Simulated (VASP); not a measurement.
# Eu (Fm-3m) in VASP: a series of runs

The runs below take Eu through single point, with PBE.

Program: VASP 6.6.1. These are calculated values, not measurements. Logs are shortened: lines on timing, memory, paths and dates and some standing lists are left out, and cuts for length are marked.

### 1 The cell of the first run

Symmetry: Fm-3m, No. 225, cubic system. Conventional cell: a = 5.488 Å, b = 5.488 Å, c = 5.488 Å, α = 90.00°, β = 90.00°, γ = 90.00°. Within 5.1 Å of Eu (site symmetry m-3m) lie 12 Eu at 3.88 Å.

This isn't the form of Eu at room conditions, which is bcc.

### 2 Single point, PBE, collinear spin, ferromagnetic start

INCAR reads:

```
PREC = Accurate
ENCUT = 520
EDIFF = 1E-7
ISMEAR = 0
SIGMA = 0.05
LREAL = False
LASPH = True
NELM = 150
ALGO = Normal
ISIF = 2
LWAVE = False
LCHARG = False
ISPIN = 2
MAGMOM = 0.5
LORBIT = 11
LMAXMIX = 6
GGA = PE
NBANDS = 18
```

KPOINTS reads:

```
Automatic mesh
0
Gamma
  12 12 12
```

POSCAR reads:

```
Eu
1.0
    0.0000000000      2.7441779308      2.7441779308
    2.7441779308      0.0000000000      2.7441779308
    2.7441779308      2.7441779308      0.0000000000
Eu
1
Direct
    0.0000000000      0.0000000000      0.0000000000
```

Potentials or basis: VASP PAW PBE potentials, release 64 (Eu).

Launch:

```sh
$ cat potpaw_PBE.64/Eu/POTCAR > POTCAR
$ mpirun -np 1 vasp_std > vasp.out
```

OUTCAR:

```text
PREC = Accurate
   ENCUT = 520
   EDIFF = 1E-7
   ISMEAR = 0
   LREAL = False
   LASPH = True
   NELM = 150
   ISIF = 2
   ISPIN = 2
   LORBIT = 11
   GGA = PE

 ion  position               nearest neighbor table
   1  0.000  0.000  0.000-

  LATTYP: Found a face centered cubic cell.
 ALAT       =     5.4883558616

  Lattice vectors:

 A1 = (   0.0000000000,   2.7441779308,   2.7441779308)
 A2 = (   2.7441779308,   0.0000000000,   2.7441779308)
 A3 = (   2.7441779308,   2.7441779308,   0.0000000000)

Analysis of symmetry for initial positions (statically):
=====================================================================
 Subroutine PRICEL returns:
 Original cell was already a primitive cell.

 Routine SETGRP: Setting up the symmetry group for a
 face centered cubic supercell.

 Subroutine GETGRP returns: Found 48 space group operations
 (whereof 48 operations were pure point group operations)
 out of a pool of 48 trial point group operations.

The static configuration has the point symmetry O_h .

Analysis of symmetry for dynamics (positions and initial velocities):
=====================================================================
 Subroutine PRICEL returns:
 Original cell was already a primitive cell.

 Routine SETGRP: Setting up the symmetry group for a
 face centered cubic supercell.

 Subroutine GETGRP returns: Found 48 space group operations
 (whereof 48 operations were pure point group operations)
 out of a pool of 48 trial point group operations.

The dynamic configuration has the point symmetry O_h .

Analysis of structural, dynamic, and magnetic symmetry:
=====================================================================
 Subroutine PRICEL returns:
 Original cell was already a primitive cell.

 Routine SETGRP: Setting up the symmetry group for a
 face centered cubic supercell.

 Subroutine GETGRP returns: Found 48 space group operations
 (whereof 48 operations were pure point group operations)
 out of a pool of 48 trial point group operations.

The overall configuration has the point symmetry O_h .

 Subroutine INISYM returns: Found 48 space group operations
 (whereof 48 operations are pure point group operations),
 and found     1 'primitive' translations

----------------------------------------------------------------------------------------

                                     Primitive cell

  volume of cell :      41.3301

  direct lattice vectors                    reciprocal lattice vectors
     0.000000000  2.744177931  2.744177931    -0.182203929  0.182203929  0.182203929
     2.744177931  0.000000000  2.744177931     0.182203929 -0.182203929  0.182203929
     2.744177931  2.744177931  0.000000000     0.182203929  0.182203929 -0.182203929

  length of vectors
     3.880853647  3.880853647  3.880853647     0.315586462  0.315586462  0.315586462

  position of ions in fractional coordinates (direct lattice)
     0.000000000  0.000000000  0.000000000

  ion indices of the primitive-cell ions
   primitive index   ion index
                 1           1

----------------------------------------------------------------------------------------

 KPOINTS: Automatic mesh

Automatic generation of k-mesh.
 Grid dimensions read from file:
 generate k-points for:   12   12   12

 Generating k-lattice:

  Cartesian coordinates                     Fractional coordinates (reciprocal lattice)
    -0.015183661  0.015183661  0.015183661     0.083333333  0.000000000  0.000000000
     0.015183661 -0.015183661  0.015183661     0.000000000  0.083333333  0.000000000
     0.015183661  0.015183661 -0.015183661     0.000000000  0.000000000  0.083333333

  Length of vectors
     0.026298872  0.026298872  0.026298872

  Shift w.r.t. Gamma in fractional coordinates (k-lattice)
     0.000000000  0.000000000  0.000000000

 Subroutine IBZKPT returns following result:
 ===========================================

 Found     72 irreducible k-points:

 Following reciprocal coordinates:
            Coordinates               Weight
  0.000000  0.000000  0.000000      1.000000
  0.083333  0.000000  0.000000      8.000000
  0.166667  0.000000  0.000000      8.000000
  0.250000  0.000000  0.000000      8.000000
  0.333333  0.000000  0.000000      8.000000
  0.416667  0.000000  0.000000      8.000000
[... 16 lines left out ...]
  0.500000  0.166667  0.000000     24.000000
 -0.416667  0.166667  0.000000     24.000000
 [... further k-points ...]
   k-points           NKPTS =     72   k-points in BZ     NKDIM =     72   number of bands    NBANDS=     18
   number of dos      NEDOS =    301   number of ions     NIONS =      1
   total plane-waves  NPLWV =  27000
   dimension x,y,z NGX =    30 NGY =   30 NGZ =   30
   dimension x,y,z NGXF=    60 NGYF=   60 NGZF=   60
   ions per type =               1
   NGX,Y,Z   is equivalent  to a cutoff of  12.85, 12.85, 12.85 a.u.
   NGXF,Y,Z  is equivalent  to a cutoff of  25.70, 25.70, 25.70 a.u.
 SYSTEM =  unknown system
   PREC   = accura    normal or accurate (medium, high low for compatibility)
   ISTART =      0    job   : 0-new  1-cont  2-samecut
   ICHARG =      2    charge: 1-file 2-atom 10-const
   ISPIN  =      2    spin polarized calculation?
   LNONCOLLINEAR =      F non collinear calculations
   LSORBIT =      F    spin-orbit coupling
   LASPH  =      T    aspherical Exc in radial PAW
   ENCUT  =  520.0 eV  38.22 Ry    6.18 a.u.   7.22  7.22  7.22*2*pi/ulx,y,z
   NELM   =    150;   NELMIN=  2; NELMDL= -5     # of ELM steps
   EDIFF  = 0.1E-06   stopping-criterion for ELM
   LREAL  =      F    real-space projection
   EDIFFG = 0.1E-05   stopping-criterion for IOM
   NSW    =      0    number of steps for IOM
   IBRION =     -1    ionic relax: 0-MD 1-quasi-New 2-CG
   NFREE  =      0    steps in history (QN), initial steepest desc. (CG)
   ISIF   =      2    stress and relaxation
   ISYM   =      2    0-nonsym 1-usesym 2-fastsym
   POTIM  = 0.5000    time-step for ionic-motion
   TEBEG  =    0.0;   TEEND  =   0.0 temperature during run
   PSTRESS=    0.0 pullay stress
   NELECT =      17.0000    total number of electrons
   NUPDOWN=      -1.0000    fix difference up-down
   EMIN   =  10.00;   EMAX   =-10.00  energy-range for DOS
   EFERMI =   0.00;   METHOD = LEGACY
   ISMEAR =     0;   SIGMA  =   0.05  broadening in eV -4-tet -1-fermi 0-gaus
   EFERMI_NEDOS =   21; number of points for ismear=-14 and -15
   IALGO  =     38    algorithm
   IMIX   =      4    mixing-type and parameters
     AMIX     =   0.40;   BMIX     =  1.00
     AMIX_MAG =   1.60;   BMIX_MAG =  1.00
  volume/ion in A,a.u.               =      41.33       278.91
  Fermi-wavevector in a.u.,A,eV,Ry     =   1.217500  2.300741 20.167992  1.482306
  Thomas-Fermi vector in A             =   2.352818
   LORBIT       =     11    0 simple, 1 ext, 2 COOP (PROOUT), +10 PAW based schemes
   GGA     = PE    functional components
   LHFCALC =     F    Hartree Fock is set to
   AEXX    =    0.0000 exact exchange contribution
   IVDW    =     0    specifies the selected vdW correction
   LEPSILON=     F    determine dielectric tensor
   LRPA    =     F    only Hartree local field effects (RPA)
 spin polarized calculation
 Gauss-broadening in eV      SIGMA  =   0.05
  energy-cutoff  :      520.00
  volume of cell :       41.33
 maximum number of plane-waves:      1139
 NGX is ok and might be reduce to    30
   NGX = 15   NGY = 15   NGZ = 15

 number of electron      16.9999995 magnetization       7.5624340

 Free energy of the ion-electron system (eV)
  ---------------------------------------------------
  ext. energy  EPLUGINS =         0.00000000
  ---------------------------------------------------
  free energy    TOTEN  =       -11.46368346 eV

  energy without entropy =      -11.46210999  energy(sigma->0) =      -11.46289673

 E-fermi :   2.1283     XC(G=0):  -8.8766

 val. band max:        2.1217000869   @ k =  -0.4167   0.4167   0.1667
 cond. band min:       2.1669565319   @ k =  -0.4167   0.2500   0.0833
 fundamental gap:      0.0452564450
 Fermi energy:         2.1283186396

 spin component 1

 k-point     1 :       0.0000    0.0000    0.0000
  band No.  band energies     occupation
      1     -39.4590      1.00000
      2     -18.0066      1.00000
      3     -18.0066      1.00000
      4     -18.0066      1.00000
      5      -2.3464      1.00000
      6       1.5573      1.00000
[... 10 lines left out ...]
     17       5.8706      0.00000
     18      10.3887      0.00000

 k-point     2 :       0.0833    0.0000    0.0000
  band No.  band energies     occupation
      1     -39.4566      1.00000
      2     -18.0399      1.00000
      3     -18.0108      1.00000
      4     -18.0108      1.00000
      5      -2.1913      1.00000
      6       1.5556      1.00000
[... 10 lines left out ...]
     17       5.7892      0.00000
     18      10.7286      0.00000

 k-point     3 :       0.1667    0.0000    0.0000
  band No.  band energies     occupation
      1     -39.4502      1.00000
      2     -18.1297      1.00000
      3     -18.0225      1.00000
      4     -18.0225      1.00000
      5      -1.7517      1.00000
      6       1.5532      1.00000
[... 10 lines left out ...]
     17       5.6835      0.00000
     18      11.0873      0.00000

 k-point     4 :       0.2500    0.0000    0.0000
  band No.  band energies     occupation
      1     -39.4415      1.00000
      2     -18.2492      1.00000
      3     -18.0383      1.00000
      4     -18.0383      1.00000
      5      -1.1109      1.00000
      6       1.5606      1.00000
[... 375 lines left out ...]
      4     -18.0966      1.00000
      5       0.2197      1.00000
      6       1.5862      1.00000
[... 10 lines left out ...]
     17       7.2416      0.00000
     18       9.6849      0.00000

 k-point    23 :       0.5000    0.1667    0.0000
  band No.  band energies     occupation
      1     -39.4211      1.00000
      2     -18.4308      1.00000
      3     -18.1408      1.00000
      4     -18.0968      1.00000
      5       0.6457      1.00000
      6       1.5643      1.00000
[... 10 lines left out ...]
     17       7.3635      0.00000
     18       8.7337      0.00000

 k-point    24 :      -0.4167    0.1667    0.0000
  band No.  band energies     occupation
      1     -39.4205      1.00000
      2     -18.4348      1.00000
      3     -18.1564      1.00000
      4     -18.0871      1.00000
      5       0.7279      1.00000
      6       1.5555      1.00000
[... 10 lines left out ...]
     17       7.6725      0.00000
     18       8.7785      0.00000

 [... further k-points ...]

 spin component 2

 k-point     1 :       0.0000    0.0000    0.0000
  band No.  band energies     occupation
      1     -36.2957      1.00000
      2     -15.6215      1.00000
      3     -15.6215      1.00000
      4     -15.6215      1.00000
      5      -1.3009      1.00000
      6       5.1016      0.00000
[... 10 lines left out ...]
     17       7.1176      0.00000
     18      12.1394      0.00000

 k-point     2 :       0.0833    0.0000    0.0000
  band No.  band energies     occupation
      1     -36.2926      1.00000
      2     -15.6629      1.00000
      3     -15.6266      1.00000
      4     -15.6266      1.00000
      5      -1.1386      1.00000
      6       4.8324      0.00000
[... 10 lines left out ...]
     17       7.1144      0.00000
     18      12.4338      0.00000

 k-point     3 :       0.1667    0.0000    0.0000
  band No.  band energies     occupation
      1     -36.2845      1.00000
      2     -15.7741      1.00000
      3     -15.6406      1.00000
      4     -15.6406      1.00000
      5      -0.6809      1.00000
      6       4.3538      0.00000
[... 10 lines left out ...]
     17       7.1803      0.00000
     18      12.3437      0.00000

 k-point     4 :       0.2500    0.0000    0.0000
  band No.  band energies     occupation
      1     -36.2733      1.00000
      2     -15.9210      1.00000
      3     -15.6595      1.00000
      4     -15.6595      1.00000
      5      -0.0191      1.00000
      6       3.9331      0.00000
[... 375 lines left out ...]
      4     -15.7304      1.00000
      5       1.3363      1.00000
      6       3.3465      0.00000
[... 10 lines left out ...]
     17       8.6448      0.00000
     18      11.0411      0.00000

 k-point    23 :       0.5000    0.1667    0.0000
  band No.  band energies     occupation
      1     -36.2471      1.00000
      2     -16.1415      1.00000
      3     -15.7846      1.00000
      4     -15.7303      1.00000
      5       1.7975      1.00000
      6       3.2380      0.00000
[... 10 lines left out ...]
     17       8.7657      0.00000
     18      10.1530      0.00000

 k-point    24 :      -0.4167    0.1667    0.0000
  band No.  band energies     occupation
      1     -36.2464      1.00000
      2     -16.1464      1.00000
      3     -15.8038      1.00000
      4     -15.7183      1.00000
      5       1.8991      1.00000
      6       3.2630      0.00000
[... 10 lines left out ...]
     17       9.1069      0.00000
     18      10.1929      0.00000

 [... further k-points ...]

------------------------ aborting loop because EDIFF is reached ----------------------------------------

  FORCE on cell =-STRESS in cart. coord.  units (eV):
  Direction    XX          YY          ZZ          XY          YZ          ZX
  --------------------------------------------------------------------------------------
  -------------------------------------------------------------------------------------
  Total       -0.0645338     -0.0645338     -0.0645338      0.0000000      0.0000000      0.0000000
  in kB       -2.5016755     -2.5016755     -2.5016755      0.0000000      0.0000000      0.0000000
  external PRESSURE =      -2.5016755 kB  Pullay stress =       0.0000000 kB

 VOLUME and BASIS-vectors are now :
 -----------------------------------------------------------------------------
  energy-cutoff  :      520.00
  volume of cell :       41.33
      direct lattice vectors                 reciprocal lattice vectors
     0.000000000  2.744177931  2.744177931    -0.182203929  0.182203929  0.182203929
     2.744177931  0.000000000  2.744177931     0.182203929 -0.182203929  0.182203929
     2.744177931  2.744177931  0.000000000     0.182203929  0.182203929 -0.182203929

 POSITION                                       TOTAL-FORCE (eV/Angst)
 -----------------------------------------------------------------------------------
      0.00000      0.00000      0.00000         0.000000      0.000000     -0.000000
 -----------------------------------------------------------------------------------
    total drift:                               -0.000000     -0.000000     -0.000000

  FREE ENERGIE OF THE ION-ELECTRON SYSTEM (eV)
  ---------------------------------------------------
  free  energy   TOTEN  =       -11.4636834574 eV

  energy  without entropy=      -11.4621099934  energy(sigma->0) =      -11.46289673

 total charge

# of ion       s       p       d       f       tot
--------------------------------------------------
    1        2.084   5.706   0.325   6.628  14.743

 magnetization (x)

# of ion       s       p       d       f       tot
--------------------------------------------------
    1        0.001  -0.085   0.202   6.627   6.744
```

Wall time 3.3 min (1 thread of Oxide Virtual Turin-like, shared host); peak memory 0.22 GiB.

Results:

```yaml
Free_energy: -11.4637 eV
Pressure: -0.3 GPa
Net_moment: 7.56 μB per cell
Site_moments: Eu +6.74 μB
Valence_electrons_inside_the_program's_atomic_spheres: Eu 14.74
```

Caveat: spin-orbit coupling is left out, which moves the levels of the heavy elements; semilocal functionals describe open f shells poorly, which spoils levels, moments and volumes.

### 3 Single point, PBE, collinear spin, ferromagnetic start

This run uses another cell than the first one, of 48.99 Å³/atom.

INCAR reads:

```
SYSTEM = Eu
PREC = Accurate
ENCUT = 520
EDIFF = 1E-6
ISMEAR = 0
SIGMA = 0.05
LREAL = .FALSE.
LASPH = .TRUE.
NELM = 150
ALGO = Fast
ISIF = 2
LWAVE = .FALSE.
LCHARG = .FALSE.
ISPIN = 2
MAGMOM = 7
LORBIT = 11
LMAXMIX = 6
GGA = PE
NBANDS = 18
```

KPOINTS reads:

```
Automatic mesh
0
G
  12 12 12
  0 0 0
```

POSCAR reads:

```
Eu
1.0
    0.0000000000      2.9041182077      2.9041182077
    2.9041182077      0.0000000000      2.9041182077
    2.9041182077      2.9041182077      0.0000000000
Eu
1
Direct
    0.0000000000      0.0000000000      0.0000000000
```

Potentials or basis: VASP PAW PBE potentials, release 64 (Eu).

Launch:

```sh
$ cat potpaw_PBE.64/Eu/POTCAR > POTCAR
$ mpirun -np 1 vasp_std > vasp.out
```

Wall time 6.1 min (1 thread of Oxide Virtual Turin-like, shared host); peak memory 0.25 GiB.

It converged, with:

| Quantity | Value |
| --- | --- |
| Free energy | -11.4055 eV |
| Pressure | -2.1 GPa |
| Net moment | 7.44 μB per cell |
| Site moments | Eu +6.72 μB |
| Valence electrons inside the program's atomic spheres | Eu 14.72 |

Levels at points of the mesh, in eV from the Fermi level:
Spin up:
```tsv
k point	band 8	band 9	band 10	band 11	band 12	band 13	band 14	band 15	band 16	band 17
(0.00, 0.00, 0.00)	-0.41	-0.41	-0.33	-0.33	-0.33	1.73	1.73	1.73	3.34	3.34
(0.50, 0.00, 0.00)	-0.44	-0.41	-0.33	-0.33	-0.32	0.33	1.60	1.60	4.50	4.55
(0.50, 0.50, 0.00)	-0.43	-0.41	-0.36	-0.34	-0.34	-0.32	1.42	4.54	4.83	5.04
```
Spin down:
```tsv
k point	band 1	band 2	band 3	band 4	band 5	band 6	band 7	band 8	band 9	band 10
(0.00, 0.00, 0.00)	-38.53	-18.00	-18.00	-18.00	-3.32	2.76	2.76	2.76	3.92	4.26
(0.50, 0.00, 0.00)	-38.51	-18.33	-18.04	-18.04	-0.77	1.09	2.58	2.58	3.99	4.28
(0.50, 0.50, 0.00)	-38.50	-18.31	-18.12	-18.12	-0.43	0.56	2.21	4.17	4.17	4.36
```

Caveat: spin-orbit coupling is left out, which moves the levels of the heavy elements; semilocal functionals describe open f shells poorly, which spoils levels, moments and volumes.
